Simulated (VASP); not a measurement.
Na3H2, 5 atoms in the cell. The structure is trigonal, space group P-3m1 (No. 164). Conventional cell: a = 3.440 Å, b = 3.440 Å, c = 8.936 Å, α = 90.00°, β = 90.00°, γ = 120.00°. Na (site symmetry -3m) has 6 H at 2.43 Å within 3.2 Å. Within 3.2 Å of Na (site symmetry 3m) lie 3 H at 2.46 Å. H (site symmetry 3m) has 6 Na at 2.43 to 2.46 Å within 3.2 Å. 

```yaml
Program: VASP 6.6.1
Task: single point
Functional: PBE
Potentials_or_basis: VASP PAW PBE potentials, release 64 (Na_pv, H)
Cutoff: 500 eV
k_mesh: 12 × 12 × 4
Occupations: gaussian, width 0.1 eV
Spin: no spin polarisation
Dipole_correction: no
Further_INCAR_settings: ALGO = Normal; EDIFF = 1e-06; NBANDS = 20
```

Potentials or basis: VASP PAW PBE potentials, release 64 (Na_pv, H).

Run with:

```sh
$ cat potpaw_PBE.64/Na_pv/POTCAR potpaw_PBE.64/H/POTCAR > POTCAR
$ mpirun -np 1 vasp_std > vasp.out
```

Hardware: 1 thread of Intel(R) Xeon(R) 6975P-C (Granite Rapids), with other jobs on the host.

Question: How long does it take, and how much memory?

Answer: Wall time 52 s on 1 thread of Intel(R) Xeon(R) 6975P-C (Granite Rapids), on a shared host, peak memory 0.25 GiB. Counts: scf iterations 12, k points 69.
